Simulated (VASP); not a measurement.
The system is Sb2PbO.

```xyz
4
Lattice="5.4342 0.0000 0.0000 -2.7171 4.7061 0.0000 0.0000 0.0000 4.4564" Properties=species:S:1:pos:R:3 pbc="T T T"
Sb    0.0000    3.1374    2.2282
Sb    2.7171    1.5687    2.2282
Pb    0.0000    0.0000    0.0000
O     0.0000    0.0000    2.2282
```

The cell was built from a structure type or drawn by symmetry, and may not be a known phase.

* Program: VASP 6.6.1
* Task: relaxation of cell and atoms
* Functional: PBE
* Potentials or basis: VASP PAW PBE potentials, release 64 (Sb, Pb_d, O)
* Cutoff: 600 eV
* k mesh: 6 × 6 × 4
* Occupations: gaussian, width 0.1 eV
* Spin: no spin polarisation

At the start: pressure -2.2 GPa; volume 28.49 Å³/atom.

**Question.** How do energy, volume and symmetry change on relaxing?

**Answer.** Over 9 steps the energy falls by 83.9 meV/atom and the volume is 26.53 Å³/atom (-6.9 %); space group P6/mmm (No. 191, to 0.1 Å) before and after.

The path:
| step | energy change (eV) | largest force (eV/Å) | pressure (GPa) | volume (Å³) |
| --- | --- | --- | --- | --- |
| 1 | 0.0000 | 0.0000 | -2.18 | 113.97 |
| 2 | -0.2291 | 0.0000 | -0.26 | 107.53 |
| 3 | -0.2438 | 0.0000 | 4.29 | 98.84 |
| 4 | -0.2896 | 0.0000 | 1.82 | 103.06 |
| 5 | -0.2906 | 0.0000 | 2.23 | 102.37 |
| 6 | -0.3282 | 0.0000 | -0.32 | 106.42 |
| 7 | -0.3340 | 0.0000 | 0.34 | 105.33 |
| 8 | -0.3340 | 0.0000 | 0.37 | 105.27 |
| 9 | -0.3356 | 0.0000 | -0.02 | 106.10 |

Final structure:
```
Sb Pb O
1.0
     5.05016    0.00000    0.00000
    -2.52508    4.37357    0.00000
     0.00000    0.00000    4.80381
Sb Pb O
2 1 1
Direct
  0.33333 0.66667 0.50000
  0.66667 0.33333 0.50000
  0.00000 0.00000 0.00000
  0.00000 0.00000 0.50000
```
